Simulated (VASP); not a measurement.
Wanted: the native input for a VASP 6.6.1 run.

| Quantity | Value |
| --- | --- |
| Task | single point |
| Functional | r2SCAN |
| Potentials or basis | VASP PAW PBE potentials, release 64 (Ru_pv) |
| Cutoff | 520 eV |
| k mesh | 13 × 13 × 8 |
| Occupations | gaussian, width 0.6 eV |
| Spin | no spin polarisation |
| Dipole correction | no |
| Further INCAR settings | ALGO = Normal; EDIFF = 1e-07; NBANDS = 21 |

Ru:

```
Ru
1.0
     2.70595    0.00000    0.00000
    -1.35297    2.34342    0.00000
     0.00000    0.00000    4.25791
Ru
2
Cartesian
  0.0000 1.5623 1.0645
  1.3530 0.7811 3.1934
```

The input as run:

POSCAR

```
Ru
1.0
    2.7059477279      0.0000000000      0.0000000000
   -1.3529738639      2.3434194737      0.0000000000
    0.0000000000      0.0000000000      4.2579056513
Ru
2
Direct
    0.3333333333      0.6666666667      0.2500000000
    0.6666666667      0.3333333333      0.7500000000
```

INCAR.step1

```
SYSTEM = Ru
PREC     = Accurate       ! precision mode
ENCUT    = 520            ! plane-wave cutoff, eV
ISMEAR   = 0              ! smearing method
SIGMA    = 0.6            ! smearing width, eV
LREAL    = .False.        ! projectors in reciprocal space
LASPH    = .True.         ! aspherical terms in the spheres
NELM     = 100            ! most SCF steps
NBANDS   = 21             ! bands
GGA      = PE             ! functional
ALGO     = Normal         ! electronic algorithm
EDIFF    = 1E-4           ! SCF threshold, eV
LWAVE    = .True.         ! write WAVECAR
LCHARG   = .False.        ! write CHGCAR
```

INCAR.step2

```
SYSTEM = Ru
PREC     = Accurate       ! precision mode
ENCUT    = 520            ! plane-wave cutoff, eV
EDIFF    = 1E-7           ! SCF threshold, eV
ISMEAR   = 0              ! smearing method
SIGMA    = 0.6            ! smearing width, eV
LREAL    = .False.        ! projectors in reciprocal space
LASPH    = .True.         ! aspherical terms in the spheres
NELM     = 100            ! most SCF steps
ALGO     = Normal         ! electronic algorithm
ISIF     = 2              ! what is computed and relaxed
LWAVE    = .False.        ! write WAVECAR
LCHARG   = .True.         ! write CHGCAR
METAGGA  = R2SCAN         ! meta-GGA
LMIXTAU  = .True.       
LELF     = .True.         ! ELF
LVHAR    = .True.       
NBANDS   = 21             ! bands
ISTART   = 1
```

KPOINTS

```
Automatic mesh
0
Gamma
  13 13 8
  0 0 0
```

Potentials or basis: VASP PAW PBE potentials, release 64 (Ru_pv).

Run with:

```sh
$ cat potpaw_PBE.64/Ru_pv/POTCAR > POTCAR
$ cp INCAR.step1 INCAR
$ mpirun -np 1 vasp_std > vasp.out
$ cp INCAR.step2 INCAR
$ mpirun -np 1 vasp_std > vasp.out
```

It gave:

```json
{
 "Pressure": "2.7 GPa",
 "Band gap on the k mesh": "zero (bands 14 and 15 overlap by 3.26 eV)"
}
```

Caveat: so wide a smearing shifts energies and pressures; the PAW data sets were made with another functional, which shifts forces and pressure a little.

It took 2.2 min on 1 thread of Intel(R) Xeon(R) Platinum 8559C (Emerald Rapids), on a shared host, peak memory 0.17 GiB.
